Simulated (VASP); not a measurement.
**Hg: single point with PBE**

Crystal: Hg.

```
CELL_PARAMETERS angstrom
5.92202 0.00000 0.00000
-2.96101 5.12862 0.00000
0.00000 0.00000 3.49529
ATOMIC_POSITIONS crystal
Hg 0.00000 0.50000 0.66667
Hg 0.50000 0.00000 0.00000
Hg 0.50000 0.50000 0.33333
```

| Property | Result |
| --- | --- |
| Program | VASP 6.6.1 |
| Task | single point |
| Functional | PBE |
| Potentials or basis | VASP PAW PBE potentials, release 64 (Hg) |
| Cutoff | 520 eV |
| k mesh | 6 × 6 × 4 |
| Occupations | gaussian, width 0.1 eV |
| Spin | no spin polarisation |
| Dipole correction | no |
| Further INCAR settings | ALGO = Normal; EDIFF = 1e-06; NBANDS = 25 |

| Property | Result |
| --- | --- |
| Pressure | 0.0 GPa |
| Band gap on the k mesh | zero (band 18 reaches 1.29 eV, above the bottom of band 19 at -0.08 eV) |

Stress tensor (GPa, compression positive):
```
 0.06  0.00  0.00
 0.00  0.06  0.00
 0.00  0.00 -0.15
```

Levels at points of the mesh, in eV from the Fermi level:
```csv
k point,band 15,band 16,band 17,band 18,band 19,band 20,band 21,band 22
"(0.00, 0.00, 0.00)",-5.83,-5.62,-1.08,-1.08,-0.52,1.23,1.23,5.42
"(0.50, 0.00, 0.00)",-5.76,-5.52,-4.85,-1.90,0.32,5.18,5.40,5.57
"(0.00, 0.00, 0.50)",-5.77,-3.25,-3.25,0.85,2.80,2.80,3.65,3.65
"(0.50, 0.00, 0.50)",-5.68,-2.54,-1.98,-1.83,0.04,1.99,2.01,3.17
```

Wall time 36 s on 1 thread of Intel(R) Xeon(R) Platinum 8259CL CPU @ 2.50GHz (Skylake/Cascade Lake), on a shared host, peak memory 0.24 GiB.

Caveat: the k points lie up to 0.45 Å⁻¹ apart; spin-orbit coupling is left out, which moves the levels of the heavy elements.
